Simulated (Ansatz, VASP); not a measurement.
## Si2W in VASP and in Ansatz

```
CELL_PARAMETERS angstrom
-1.60564 1.60564 3.90240
1.60564 -1.60564 3.90240
1.60564 1.60564 -3.90240
ATOMIC_POSITIONS crystal
Si 0.33482 0.33482 0.00000
Si 0.66518 0.66518 0.00000
W 0.00000 0.00000 0.00000
```

Alike in both runs: functional r2SCAN; k mesh 18 × 18 × 18; occupations gaussian, width 0.1 eV; no spin polarisation.

Ansatz relaxed the structure, and its values are those at the end. VASP's run is a single point on that final structure, the one shown.

|  | VASP | Ansatz |
| --- | --- | --- |
| version | VASP 6.6.1 | Ansatz 0.2.0 |
| potentials or method | VASP PAW PBE potentials, release 64 (Si, W_sv), cutoff 520 eV | scalar-relativistic, plane waves, PAW |
| valence electrons in the cell | 22 | 22 |

|  | VASP | Ansatz | Ansatz less VASP |
| --- | --- | --- | --- |
| gap on the k mesh at the Fermi level (eV) | none | none | - |
| pressure (GPa) | 0.3 | 0.0 | -0.27 |
| rms of the force components (eV/Å) | 0.004 | 0.000 | -0.0035 |

VASP's potentials were made for PBE, not for r2SCAN. A gap of «none» marks a metal or a gap that the smearing closes. With one functional, cell and mesh, what is left measures potentials, basis and numerics.

Neither program's run includes spin-orbit coupling.
